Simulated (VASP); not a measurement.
Crystal: Pb4F.

```
Pb F
1.0
     4.28182    0.00000    0.00000
     0.00000    4.28182    0.00000
     0.00000    0.00000    6.05541
Pb F
4 1
Direct
  0.50000 0.00000 0.25000
  0.00000 0.50000 0.75000
  0.50000 0.00000 0.75000
  0.00000 0.50000 0.25000
  0.00000 0.00000 0.00000
```

- Program: VASP 6.6.1
- Task: relaxation of cell and atoms
- Functional: PBE
- Potentials or basis: VASP PAW PBE potentials, release 64 (Pb_d, F)
- Cutoff: 600 eV
- k mesh: 4 × 4 × 4
- Occupations: gaussian, width 0.1 eV
- Spin: no spin polarisation

At the start: pressure 20.8 GPa; volume 22.20 Å³/atom.

Question: Where does the relaxation end?

Answer: Over 7 steps the energy falls by 353.1 meV/atom and the volume is 29.19 Å³/atom (+31.5 %); space group P4/mmm (No. 123, to 0.05 Å).

The path:
| step | energy change (eV) | largest force (eV/Å) | pressure (GPa) | volume (Å³) |
| --- | --- | --- | --- | --- |
| 1 | 0.0000 | 0.6147 | 20.82 | 111.02 |
| 2 | -1.5128 | 0.0520 | -3.68 | 164.13 |
| 3 | -1.7485 | 0.0309 | 0.20 | 144.71 |
| 4 | -1.7492 | 0.0236 | -0.07 | 145.72 |
| 5 | -1.7579 | 0.0092 | -0.04 | 145.69 |
| 6 | -1.7650 | 0.0587 | 0.07 | 145.60 |
| 7 | -1.7657 | 0.0361 | -0.02 | 145.95 |

Final structure:
```
Pb F
1.0
     4.75313    0.00000    0.00000
     0.00000    4.75313    0.00000
     0.00000    0.00000    6.46008
Pb F
4 1
Cartesian
  2.3766 4.7531 1.6374
  0.0000 2.3766 4.8227
  2.3766 0.0000 4.8227
  0.0000 2.3766 1.6374
  4.7531 0.0000 6.4601
```

Caveat: the k points lie up to 0.33 Å⁻¹ apart in the final cell; the volume moved by over 15 % at a fixed basis, so the end points are rough; an odd number of electrons without spin polarisation forces a metal; a magnetic or distorted state may lie lower.
